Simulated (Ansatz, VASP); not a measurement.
## GaN in VASP and in Ansatz

```
CELL_PARAMETERS angstrom
1.61461 2.79658 0.00000
-1.61461 2.79658 0.00000
0.00000 0.00000 5.25279
ATOMIC_POSITIONS crystal
Ga 0.66667 0.66666 0.00000
Ga 0.33334 0.33333 0.50000
N 0.66667 0.66666 0.37500
N 0.33334 0.33333 0.87500
```

Alike in both runs: task single point; functional r2SCAN; k mesh 6 × 6 × 4; no spin polarisation.

|  | VASP | Ansatz |
| --- | --- | --- |
| version | VASP 6.6.1 | Ansatz 0.2.0 |
| potentials or method | VASP PAW PBE potentials, release 64 (Ga_d, N), cutoff 520 eV | PAW plane waves |
| occupations | methfessel-paxton of order 1, width 0.001 eV | cold, width 0.001 eV |
| valence electrons in the cell | 36 | 36 |

VASP gave:

- gap on the k mesh at the Fermi level (eV): 2.04
- pressure (GPa): -6.6
- traceless stress, the component that is largest in VASP (GPa): 0.78
- rms of the force components (eV/Å): 0.065

**Question.** What did Ansatz give for the same quantities?

**Answer.** gap on the k mesh at the Fermi level (eV): 2.05; pressure (GPa): -7.6; traceless stress, the component that is largest in VASP (GPa): 0.76; rms of the force components (eV/Å): 0.068.

VASP's potentials were made for PBE, not for r2SCAN. Atom by atom the forces differ by 0.003 eV/Å (rms over components). Ansatz's warnings: structure snapped to symmetry.
